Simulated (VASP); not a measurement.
Write the native input for VASP 6.6.1 that does the following.

- Task: relaxation of cell and atoms
- Functional: LDA
- Potentials or basis: VASP PAW LDA potentials, release 64 (Hf_pv, Os)
- Cutoff: 600 eV
- k mesh: 6 × 6 × 6
- Occupations: methfessel-paxton, width 0.1 eV
- Spin: no spin polarisation
- Dipole correction: no
- Further INCAR settings: ALGO = Normal; EDIFF = 1e-06; IBRION = 2; EDIFFG = -0.02; NSW = 80; ISIF = 3

The structure of HfOs3 lies in POSCAR:

```
HfOs3
1.0
    3.9735610000      0.0000000000      0.0000000000
    0.0000000000      3.9735610000      0.0000000000
    0.0000000000      0.0000000000      3.9735610000
Hf Os
1 3
Direct
    0.0000000000      0.0000000000      0.0000000000
    0.5000000000      0.5000000000      0.0000000000
    0.5000000000      0.0000000000      0.5000000000
    0.0000000000      0.5000000000      0.5000000000
```

These files were run (other wordings do the same):

INCAR

```
SYSTEM = HfOs3
PREC = Accurate ; ENCUT = 600
EDIFF = 1E-6 ; ISMEAR = 1
SIGMA = 0.1 ; LREAL = .FALSE.
LASPH = .TRUE. ; NELM = 60
ALGO = Normal ; ISIF = 3
LWAVE = .FALSE. ; LCHARG = .FALSE.
IBRION = 2 ; NSW = 80
EDIFFG = -0.02
```

KPOINTS

```
regular mesh
0
G
  6 6 6
  0 0 0
```

Potentials or basis: VASP PAW LDA potentials, release 64 (Hf_pv, Os).

The run is started by

```console
$ cat potpaw_LDA.64/Hf_pv/POTCAR potpaw_LDA.64/Os/POTCAR > POTCAR
$ mpirun -np 1 vasp_std > vasp.out
```

It gave:

The relaxed volume is 14.96 Å³/atom and the relaxed cell is a = 3.911 Å, b = 3.911 Å, c = 3.911 Å, α = 90.00°, β = 90.00°, γ = 90.00°. The space group after relaxing (to 0.1 Å) is Pm-3m (No. 221) and the energy gained by relaxing is 32.8 meV/atom. The ionic steps are 5. The pressure after relaxing is 0.1 GPa. The band gap on the k mesh is zero (bands 17 and 18 overlap by 4.26 eV).

Caveat: spin-orbit coupling is left out, which moves the levels of the heavy elements.

Wall time 56 s on 1 thread of Intel(R) Xeon(R) Platinum 8488C (Sapphire Rapids), with other jobs on the host, peak memory 0.18 GiB.
